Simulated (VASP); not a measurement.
Input of a VASP 6.6.1 run:

Contents of INCAR:

```
SYSTEM = GaN
PREC = Accurate ; ENCUT = 1330
EDIFF = 1E-6 ; ISMEAR = -1
SIGMA = 0.05 ; LREAL = .False.
LASPH = .True. ; NELM = 120
ALGO = Normal ; ISIF = 2
LWAVE = .False. ; LCHARG = .False.
NBANDS = 16 ; GGA_COMPAT = .False.
```

File KPOINTS:

```
regular mesh
0
Gamma
  11 11 11
  0 0 0
```

POSCAR

```
GaN
1.0
    0.0000000000      2.0904942517      2.0904942517
    2.0904942517      0.0000000000      2.0904942517
    2.0904942517      2.0904942517      0.0000000000
Ga N
1 1
Direct
    0.0000000000      0.0000000000      0.0000000000
    0.5000000000      0.5000000000      0.5000000000
```

Potentials or basis: VASP PAW LDA potentials, release 64 (Ga_d, N_h).

Run with:

```bash
$ cat potpaw_LDA.64/Ga_d/POTCAR potpaw_LDA.64/N_h/POTCAR > POTCAR
$ mpirun -np 1 vasp_std > vasp.out
```

Estimate the pressure.

1.3 GPa.

Predict the band gap on the k mesh.

0.76 eV (least direct gap 3.25 eV).

Caveat: an odd mesh through Γ misses points on the zone boundary, where band edges can lie.
